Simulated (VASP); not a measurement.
Crystal: Ge.

```
CELL_PARAMETERS angstrom
0.02085 2.83687 2.83687
2.83687 0.02085 2.83687
2.85772 2.85772 0.00000
ATOMIC_POSITIONS crystal
Ge 0.00091 0.00091 0.99909
Ge 0.24909 0.24909 0.25091
```

This cell differs from its parent crystal: shear xy strain +1.5%.

Base run:

* Program: VASP 6.6.1
* Functional: r2SCAN
* Potentials or basis: VASP PAW PBE potentials, release 64 (Ge_d)
* Cutoff: 520 eV
* k mesh: 8 × 8 × 8
* Occupations: fermi-dirac, width 0.02 eV
* Spin: no spin polarisation

Its results: band gap on the k mesh 0.25 eV; pressure 0.1 GPa.

The run is repeated on the same cell with these changes: functional from r2SCAN to PBE; further incar settings from ALGO = Normal; EDIFF = 1e-06; NBANDS = 21 to ALGO = Normal; EDIFF = 1e-07; NBANDS = 21. What comes out?

Band gap on the k mesh 0.06 eV; pressure 3.0 GPa.

Caveats: the PAW data sets were made with another functional, which shifts forces and pressure a little (at least some runs).

A k mesh can miss the band edges.
